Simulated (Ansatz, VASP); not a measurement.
**ZnO: VASP beside Ansatz**

File INCAR:

```
SYSTEM = ZnO
PREC = Accurate ; ENCUT = 520
EDIFF = 1E-6 ; ISMEAR = -1
SIGMA = 0.05 ; LREAL = .FALSE.
LASPH = .TRUE. ; NELM = 80
ALGO = Normal ; ISIF = 2
LWAVE = .FALSE. ; LCHARG = .TRUE.
LELF = .TRUE. ; LVHAR = .TRUE.
NBANDS = 26
```

KPOINTS

```
regular mesh
0
G
  5 5 3
  0 0 0
```

File POSCAR:

```
ZnO
1.0
    3.2493080000      0.0000000000      0.0000000000
   -1.6246540000      2.8139832727      0.0000000000
    0.0000000000      0.0000000000      5.2057090000
Zn O
2 2
Direct
    0.6666666667      0.3333333333      0.0000000000
    0.3333333333      0.6666666667      0.5000000000
    0.3333333333      0.6666666667      0.8790100000
    0.6666666667      0.3333333333      0.3790100000
```

input.yaml

```yaml
crystal:
  lattice:
    - [3.249308, 0.0, 0.0]
    - [-1.624654, 2.8139832727, 0.0]
    - [0.0, 0.0, 5.205709]
  atoms:
    - { symbol: Zn, position: [0.6666666667, 0.3333333333, 0.0] }
    - { symbol: Zn, position: [0.3333333333, 0.6666666667, 0.5] }
    - { symbol: O, position: [0.3333333333, 0.6666666667, 0.87901] }
    - { symbol: O, position: [0.6666666667, 0.3333333333, 0.37901] }
hamiltonian:
  xc: lda
  pseudopotentials: { kind: paw }
kpoints:
  mp_grid: { grid: [5, 5, 3] }
  band_path:
    path:
      - [[0.0, 0.0, 0.0], [0.5, 0.0, 0.0], [0.3333333333, 0.3333333333, 0.0], [0.0, 0.0, 0.0], [0.0, 0.0, 0.5], [0.5, 0.0, 0.5], [0.3333333333, 0.3333333333, 0.5], [0.0, 0.0, 0.5]]
      - [[0.5, 0.0, 0.5], [0.5, 0.0, 0.0]]
      - [[0.3333333333, 0.3333333333, 0.0], [0.3333333333, 0.3333333333, 0.5]]
    npoints: 14
scf:
  occupations: { method: fermi_dirac, width: 0.05 }
  n_extra_bands: 10
output:
  forces: true
  stress: true
  eigenvalues: true
  fatbands: true
```

Alike in both runs: functional LDA; k mesh 5 × 5 × 3; occupations fermi-dirac, width 0.05 eV; no spin polarisation.

|  | VASP | Ansatz |
| --- | --- | --- |
| version | VASP 6.6.1 | Ansatz 0.2.0 |
| potentials or method | VASP PAW LDA potentials, release 64 (Zn, O) | Ansatz PAW |
| plane-wave cutoff (eV) | 520 | 420 |
| valence electrons in the cell | 36 | 36 |
| task | single point | band structure |

```tsv
	VASP	Ansatz	Ansatz less VASP
gap on the k mesh at the Fermi level (eV)	0.74	0.73	-0.007
least direct gap on the mesh (eV)	0.74	0.73	-0.007
pressure (GPa)	-6.1	-7.1	-1.03
traceless stress, the component that is largest in VASP (GPa)	1.15	1.11	-0.037
rms of the force components (eV/Å)	0.032	0.030	-0.0025
```

LDA's correlation is that of Perdew and Zunger in VASP and of Perdew and Wang (1992) in Ansatz. Atom by atom the forces differ by 0.002 eV/Å (rms over components).

The k mesh is coarse, so the values compare programs but aren't converged.
